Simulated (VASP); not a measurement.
A run of VASP 6.6.1 is set up as follows.

POSCAR

```
TiSi2
1.0
   -1.4728720000      1.7121300000      4.2120830000
    1.4728720000     -1.7121300000      4.2120830000
    1.4728720000      1.7121300000     -4.2120830000
Ti Si
1 2
Direct
    0.0000000000      0.0000000000      0.0000000000
    0.3299220000      0.3299220000      0.0000000000
    0.6700780000      0.6700780000      0.0000000000
```

Contents of INCAR.step1:

```
SYSTEM = TiSi2
PREC = Accurate
ENCUT = 520
ISMEAR = 1
SIGMA = 0.1
LREAL = .False.
LASPH = .True.
NELM = 60
NBANDS = 17
GGA = PE
ALGO = Normal
EDIFF = 1E-4
LWAVE = .True.
LCHARG = .False.
```

File INCAR.step2:

```
SYSTEM = TiSi2
PREC = Accurate
ENCUT = 520
EDIFF = 1E-6
ISMEAR = 1
SIGMA = 0.1
LREAL = .False.
LASPH = .True.
NELM = 60
ALGO = Normal
ISIF = 2
LWAVE = .False.
LCHARG = .False.
METAGGA = R2SCAN
LMIXTAU = .True.
NBANDS = 17
ISTART = 1
```

The input KPOINTS:

```
Automatic mesh
0
Gamma
  12 12 12
  0 0 0
```

Potentials or basis: VASP PAW PBE potentials, release 64 (Ti_sv, Si).

Command:

```sh
$ cat potpaw_PBE.64/Ti_sv/POTCAR potpaw_PBE.64/Si/POTCAR > POTCAR
$ cp INCAR.step1 INCAR
$ mpirun -np 1 vasp_std > vasp.out
$ cp INCAR.step2 INCAR
$ mpirun -np 1 vasp_std > vasp.out
```

Problem. Estimate the largest force.

Solution. 0.053 eV/Å.

Problem. Predict the pressure.

Solution. -2.1 GPa.

Problem. Predict the band gap on the k mesh.

Solution. Zero (bands 10 and 11 overlap by 2.56 eV).

Forces in eV/Å, atoms in the order of the input:
```
Ti   0.000  0.000  0.000
Si   0.000  0.000 -0.053
Si   0.000  0.000  0.053
```

Caveat: the PAW data sets were made with another functional, which shifts forces and pressure a little.
